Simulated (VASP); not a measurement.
# HfTe2F6 (P-3m1) in VASP: single point with r2SCAN

Aim: the single point of HfTe2F6 with r2SCAN.

All numbers are computed with VASP 6.6.1; they aren't measurements. Logs are shortened: lines on timing, memory, paths and dates and some standing lists are left out, and cuts for length are marked.

### Step 1. The cell of the first run

It takes space group P-3m1 (No. 164, trigonal). The conventional cell has a = 5.342 Å, b = 5.342 Å, c = 6.344 Å, α = 90.00°, β = 90.00°, γ = 120.00°. Hf (site symmetry -3m) has 6 F at 1.99 Å within 2.6 Å. Te (site symmetry 3m) has 9 F at 2.70 to 3.14 Å and 3 Te at 3.14 Å within 3.6 Å. F (site symmetry m) has 1 Hf at 1.99 Å and 4 F at 2.63 to 2.71 Å and 1 Te at 2.70 Å within 2.8 Å.

### Step 2. Single point, r2SCAN

Input file POSCAR:

```
HfTe2F6
1.0
    2.6708680345      4.6260791360      0.0000000000
   -2.6708680345      4.6260791360      0.0000000000
    0.0000000000      0.0000000000      6.3438053249
Hf Te F
1 2 6
Direct
    0.0000000000      0.0000000000      0.0000000000
    0.3333333333      0.3333333333      0.5463042139
    0.6666666667      0.6666666667      0.4536957861
    0.1689678282      0.6620643436      0.1947615233
    0.1689678282      0.1689678282      0.1947615233
    0.6620643436      0.1689678282      0.1947615233
    0.8310321718      0.3379356564      0.8052384767
    0.3379356564      0.8310321718      0.8052384767
    0.8310321718      0.8310321718      0.8052384767
```

Input file INCAR.step1:

```
PREC = Accurate
ENCUT = 520
ISMEAR = -1
SIGMA = 0.0117
LREAL = False
LASPH = True
NELM = 100
NBANDS = 42
GGA = PE
ALGO = Normal
EDIFF = 1E-4
LWAVE = True
LCHARG = False
```

Input file INCAR.step2:

```
PREC = Accurate
ENCUT = 520
EDIFF = 1E-7
ISMEAR = -1
SIGMA = 0.0117
LREAL = False
LASPH = True
NELM = 100
ALGO = Normal
ISIF = 2
LWAVE = False
LCHARG = True
METAGGA = R2SCAN
LMIXTAU = True
LELF = True
LVHAR = True
NBANDS = 42
ISTART = 1
```

Input file KPOINTS:

```
regular mesh
0
Gamma
  5 5 6
```

Potentials or basis: VASP PAW PBE potentials, release 64 (Hf_pv, Te, F).

Launch:

```console
$ cat potpaw_PBE.64/Hf_pv/POTCAR potpaw_PBE.64/Te/POTCAR potpaw_PBE.64/F/POTCAR > POTCAR
$ cp INCAR.step1 INCAR
$ mpirun -np 1 vasp_std > vasp.out
$ cp INCAR.step2 INCAR
$ mpirun -np 1 vasp_std > vasp.out
```

OUTCAR:

```text
PREC = Accurate
   ENCUT = 520
   EDIFF = 1E-7
   ISMEAR = -1
   LREAL = False
   LASPH = True
   NELM = 100
   ISIF = 2
   METAGGA = R2SCAN
   ISTART = 1

 ion  position               nearest neighbor table
   1  0.000  0.000  0.000-   5 1.99   9 1.99   6 1.99   7 1.99   8 1.99   4 1.99
   2  0.333  0.333  0.546-   5 2.70   4 2.70   6 2.70   3 3.14   3 3.14   3 3.14
   3  0.667  0.667  0.454-   9 2.70   8 2.70   7 2.70   2 3.14   2 3.14   2 3.14
   4  0.169  0.662  0.195-   1 1.99   2 2.70
   5  0.169  0.169  0.195-   1 1.99   2 2.70
   6  0.662  0.169  0.195-   1 1.99   2 2.70
   7  0.831  0.338  0.805-   1 1.99   3 2.70
   8  0.338  0.831  0.805-   1 1.99   3 2.70
   9  0.831  0.831  0.805-   1 1.99   3 2.70

  LATTYP: Found a hexagonal cell.
 ALAT       =     5.3417360689
 C/A-ratio  =     1.1875924312

  Lattice vectors:

 A1 = (   2.6708680345,  -4.6260791360,   0.0000000000)
 A2 = (   2.6708680345,   4.6260791360,   0.0000000000)
 A3 = (   0.0000000000,   0.0000000000,   6.3438053249)

Analysis of symmetry for initial positions (statically):
=====================================================================
 Subroutine PRICEL returns:
 Original cell was already a primitive cell.

 Routine SETGRP: Setting up the symmetry group for a
 hexagonal supercell.

 Subroutine GETGRP returns: Found 12 space group operations
 (whereof 12 operations were pure point group operations)
 out of a pool of 24 trial point group operations.

The static configuration has the point symmetry D_3d.

Analysis of symmetry for dynamics (positions and initial velocities):
=====================================================================
 Subroutine PRICEL returns:
 Original cell was already a primitive cell.

 Routine SETGRP: Setting up the symmetry group for a
 hexagonal supercell.

 Subroutine GETGRP returns: Found 12 space group operations
 (whereof 12 operations were pure point group operations)
 out of a pool of 24 trial point group operations.

The dynamic configuration has the point symmetry D_3d.

 Subroutine INISYM returns: Found 12 space group operations
 (whereof 12 operations are pure point group operations),
 and found     1 'primitive' translations

----------------------------------------------------------------------------------------

                                     Primitive cell

  volume of cell :     156.7636

  direct lattice vectors                    reciprocal lattice vectors
     2.670868035  4.626079136  0.000000000     0.187205056  0.108082889  0.000000000
    -2.670868035  4.626079136  0.000000000    -0.187205056  0.108082889  0.000000000
     0.000000000  0.000000000  6.343805325     0.000000000  0.000000000  0.157634093

  length of vectors
     5.341736069  5.341736069  6.343805325     0.216165779  0.216165779  0.157634093

  position of ions in fractional coordinates (direct lattice)
     0.000000000  0.000000000  0.000000000
     0.333333333  0.333333333  0.546304214
     0.666666667  0.666666667  0.453695786
     0.168967828  0.662064344  0.194761523
     0.168967828  0.168967828  0.194761523
     0.662064344  0.168967828  0.194761523
     0.831032172  0.337935656  0.805238477
     0.337935656  0.831032172  0.805238477
     0.831032172  0.831032172  0.805238477

  ion indices of the primitive-cell ions
   primitive index   ion index
                 1           1
                 2           2
                 3           3
                 4           4
                 5           5
                 6           6
                 7           7
                 8           8
                 9           9

----------------------------------------------------------------------------------------

 KPOINTS: regular mesh

Automatic generation of k-mesh.
 Grid dimensions read from file:
 generate k-points for:    5    5    6

 Generating k-lattice:

  Cartesian coordinates                     Fractional coordinates (reciprocal lattice)
     0.037441011  0.021616578  0.000000000     0.200000000  0.000000000  0.000000000
    -0.037441011  0.021616578  0.000000000     0.000000000  0.200000000  0.000000000
     0.000000000  0.000000000  0.026272349     0.000000000  0.000000000  0.166666667

  Length of vectors
     0.043233156  0.043233156  0.026272349

  Shift w.r.t. Gamma in fractional coordinates (k-lattice)
     0.000000000  0.000000000  0.000000000

 Subroutine IBZKPT returns following result:
 ===========================================

 Found     24 irreducible k-points:

 Following reciprocal coordinates:
            Coordinates               Weight
  0.000000  0.000000  0.000000      1.000000
  0.200000 -0.000000  0.000000      6.000000
  0.400000 -0.000000  0.000000      6.000000
  0.400000  0.200000  0.000000      6.000000
 -0.400000  0.200000  0.000000      6.000000
  0.000000  0.000000  0.166667      2.000000
[... 16 lines left out ...]
  0.400000  0.200000  0.500000      6.000000
 -0.400000  0.200000  0.500000      6.000000
   k-points           NKPTS =     24   k-points in BZ     NKDIM =     24   number of bands    NBANDS=     42
   number of dos      NEDOS =    301   number of ions     NIONS =      9
   total plane-waves  NPLWV =  76800
   dimension x,y,z NGX =    40 NGY =   40 NGZ =   48
   dimension x,y,z NGXF=    80 NGYF=   80 NGZF=   96
   ions per type =               1   2   6
   NGX,Y,Z   is equivalent  to a cutoff of  12.45, 12.45, 12.58 a.u.
   NGXF,Y,Z  is equivalent  to a cutoff of  24.90, 24.90, 25.16 a.u.
 SYSTEM =  unknown system
   PREC   = accura    normal or accurate (medium, high low for compatibility)
   ISTART =      1    job   : 0-new  1-cont  2-samecut
   ICHARG =      0    charge: 1-file 2-atom 10-const
   ISPIN  =      1    spin polarized calculation?
   LNONCOLLINEAR =      F non collinear calculations
   LSORBIT =      F    spin-orbit coupling
   LASPH  =      T    aspherical Exc in radial PAW
   ENCUT  =  520.0 eV  38.22 Ry    6.18 a.u.   9.93  9.93 11.80*2*pi/ulx,y,z
   NELM   =    100;   NELMIN=  2; NELMDL=  0     # of ELM steps
   EDIFF  = 0.1E-06   stopping-criterion for ELM
   LREAL  =      F    real-space projection
   EDIFFG = 0.1E-05   stopping-criterion for IOM
   NSW    =      0    number of steps for IOM
   IBRION =     -1    ionic relax: 0-MD 1-quasi-New 2-CG
   NFREE  =      0    steps in history (QN), initial steepest desc. (CG)
   ISIF   =      2    stress and relaxation
   ISYM   =      2    0-nonsym 1-usesym 2-fastsym
   POTIM  = 0.5000    time-step for ionic-motion
   TEBEG  =    0.0;   TEEND  =   0.0 temperature during run
   PSTRESS=    0.0 pullay stress
   NELECT =      64.0000    total number of electrons
   NUPDOWN=      -1.0000    fix difference up-down
   EMIN   =  10.00;   EMAX   =-10.00  energy-range for DOS
   EFERMI =   0.00;   METHOD = LEGACY
   ISMEAR =    -1;   SIGMA  =   0.01  broadening in eV -4-tet -1-fermi 0-gaus
   EFERMI_NEDOS =   21; number of points for ismear=-14 and -15
   IALGO  =     38    algorithm
   IMIX   =      4    mixing-type and parameters
     AMIX     =   0.40;   BMIX     =  1.00
     AMIX_MAG =   1.60;   BMIX_MAG =  1.00
  volume/ion in A,a.u.               =      17.42       117.54
  Fermi-wavevector in a.u.,A,eV,Ry     =   1.214469  2.295013 20.067703  1.474935
  Thomas-Fermi vector in A             =   2.349888
   LORBIT       =      0    0 simple, 1 ext, 2 COOP (PROOUT), +10 PAW based schemes
   METAGGA = R2SCAN    functional components
   LHFCALC =     F    Hartree Fock is set to
   AEXX    =    0.0000 exact exchange contribution
   IVDW    =     0    specifies the selected vdW correction
   LEPSILON=     F    determine dielectric tensor
   LRPA    =     F    only Hartree local field effects (RPA)
 non-spin polarized calculation
  energy-cutoff  :      520.00
  volume of cell :      156.76
 maximum number of plane-waves:      4250
   NGX = 19   NGY = 19   NGZ = 23

 number of electron      63.9999997 magnetization

 Free energy of the ion-electron system (eV)
  ---------------------------------------------------
  ext. energy  EPLUGINS =         0.00000000
  ---------------------------------------------------
  free energy    TOTEN  =      -136.77840810 eV

  energy without entropy =     -136.77800651  energy(sigma->0) =     -136.77820730

 E-fermi :   2.3313     XC(G=0):  -9.7070

 val. band max:        2.2956356429   @ k =   0.2000  -0.0000   0.0000
 cond. band min:       2.3748018428   @ k =   0.4000   0.4000   0.1667
 fundamental gap:      0.0791661998
 Fermi energy:         2.3312536294

 k-point     1 :       0.0000    0.0000    0.0000
  band No.  band energies     occupation
      1     -29.5044      2.00000
      2     -29.4890      2.00000
      3     -29.4890      2.00000
      4     -22.1215      2.00000
      5     -21.7186      2.00000
      6     -21.7186      2.00000
[... 34 lines left out ...]
     41      11.9558      0.00000
     42      11.9558      0.00000

 k-point     2 :       0.2000   -0.0000    0.0000
  band No.  band energies     occupation
      1     -29.5032      2.00000
      2     -29.4908      2.00000
      3     -29.4893      2.00000
      4     -22.0644      2.00000
      5     -21.7999      2.00000
      6     -21.7180      2.00000
[... 34 lines left out ...]
     41      11.3803      0.00000
     42      11.6027      0.00000

 k-point     3 :       0.4000   -0.0000    0.0000
  band No.  band energies     occupation
      1     -29.5013      2.00000
      2     -29.4935      2.00000
      3     -29.4897      2.00000
      4     -21.9855      2.00000
      5     -21.8516      2.00000
      6     -21.7162      2.00000
[... 34 lines left out ...]
     41      10.9598      0.00000
     42      10.9942      0.00000

 k-point     4 :       0.4000    0.2000    0.0000
  band No.  band energies     occupation
      1     -29.5016      2.00000
      2     -29.4926      2.00000
      3     -29.4901      2.00000
      4     -21.9782      2.00000
      5     -21.8658      2.00000
      6     -21.7351      2.00000
[... 844 lines left out ...]
     41      10.9333      0.00000
     42      11.2069      0.00000

 k-point    23 :       0.4000    0.2000    0.5000
  band No.  band energies     occupation
      1     -29.5019      2.00000
      2     -29.4925      2.00000
      3     -29.4900      2.00000
      4     -21.9659      2.00000
      5     -21.8739      2.00000
      6     -21.7397      2.00000
[... 34 lines left out ...]
     41      10.8925      0.00000
     42      11.2763      0.00000

 k-point    24 :      -0.4000    0.2000    0.5000
  band No.  band energies     occupation
      1     -29.5009      2.00000
      2     -29.4932      2.00000
      3     -29.4909      2.00000
      4     -21.9334      2.00000
      5     -21.8502      2.00000
      6     -21.7894      2.00000
[... 34 lines left out ...]
     41      11.0798      0.00000
     42      11.6314      0.00000

------------------------ aborting loop because EDIFF is reached ----------------------------------------

  FORCE on cell =-STRESS in cart. coord.  units (eV):
  Direction    XX          YY          ZZ          XY          YZ          ZX
  --------------------------------------------------------------------------------------
  -------------------------------------------------------------------------------------
  Total       -1.0845104     -1.0845104     -1.4021751      0.0000000      0.0000000      0.0000000
  in kB      -11.0840631    -11.0840631    -14.3307037      0.0000000      0.0000000      0.0000000
  external PRESSURE =     -12.1662766 kB  Pullay stress =       0.0000000 kB

 VOLUME and BASIS-vectors are now :
 -----------------------------------------------------------------------------
  energy-cutoff  :      520.00
  volume of cell :      156.76
      direct lattice vectors                 reciprocal lattice vectors
     2.670868035  4.626079136  0.000000000     0.187205056  0.108082889  0.000000000
    -2.670868035  4.626079136  0.000000000    -0.187205056  0.108082889  0.000000000
     0.000000000  0.000000000  6.343805325     0.000000000  0.000000000  0.157634093

 POSITION                                       TOTAL-FORCE (eV/Angst)
 -----------------------------------------------------------------------------------
      0.00000      0.00000      0.00000        -0.000000      0.000000     -0.000000
      0.00000      3.08405      3.46565        -0.000000     -0.000000     -0.019469
      0.00000      6.16811      2.87816        -0.000000      0.000000      0.019469
     -1.31700      3.84442      1.23553        -0.137903      0.079619     -0.116398
      0.00000      1.56332      1.23553        -0.000000     -0.159237     -0.116398
      1.31700      3.84442      1.23553         0.137903      0.079619     -0.116398
      1.31700      5.40774      5.10828         0.137903     -0.079619      0.116398
     -1.31700      5.40774      5.10828        -0.137903     -0.079619      0.116398
      0.00000      7.68884      5.10828        -0.000000      0.159237      0.116398
 -----------------------------------------------------------------------------------
    total drift:                                0.000000      0.000000      0.000000

  FREE ENERGIE OF THE ION-ELECTRON SYSTEM (eV)
  ---------------------------------------------------
  free  energy   TOTEN  =      -136.7784080966 eV

  energy  without entropy=     -136.7780065133  energy(sigma->0) =     -136.77820730
```

It took 8.8 min on 1 thread of Intel Xeon Platinum 8259CL at 2.50GHz (Skylake/Cascade Lake), shared host; peak memory 0.37 GiB.

What came out:

| Item | Value |
| --- | --- |
| Free energy | -136.7784 eV |
| Pressure | -1.2 GPa |
| Largest force | 0.197 eV/Å |
| Band gap on the k mesh | 0.08 eV (least direct gap 0.12 eV) |

Forces in eV/Å, atoms in the order of the input:
```
Hf   0.000  0.000  0.000
Te   0.000  0.000 -0.019
Te   0.000  0.000  0.019
F   -0.138  0.080 -0.116
F    0.000 -0.159 -0.116
F    0.138  0.080 -0.116
F    0.138 -0.080  0.116
F   -0.138 -0.080  0.116
F    0.000  0.159  0.116
```

Levels at points of the mesh, in eV from the valence-band top:
```
           k point  band 30  band 31  band 32  band 33  band 34  band 35
(0.00, 0.00, 0.00)    -2.23    -2.23    -0.08     0.17     0.99     0.99
(0.00, 0.00, 0.50)    -2.26    -2.26    -0.76     0.22     0.85     0.85
```

Caveat: the PAW data sets were made with another functional, which shifts forces and pressure a little; spin-orbit coupling is left out, which moves the levels of the heavy elements. A k mesh can miss the band edges.
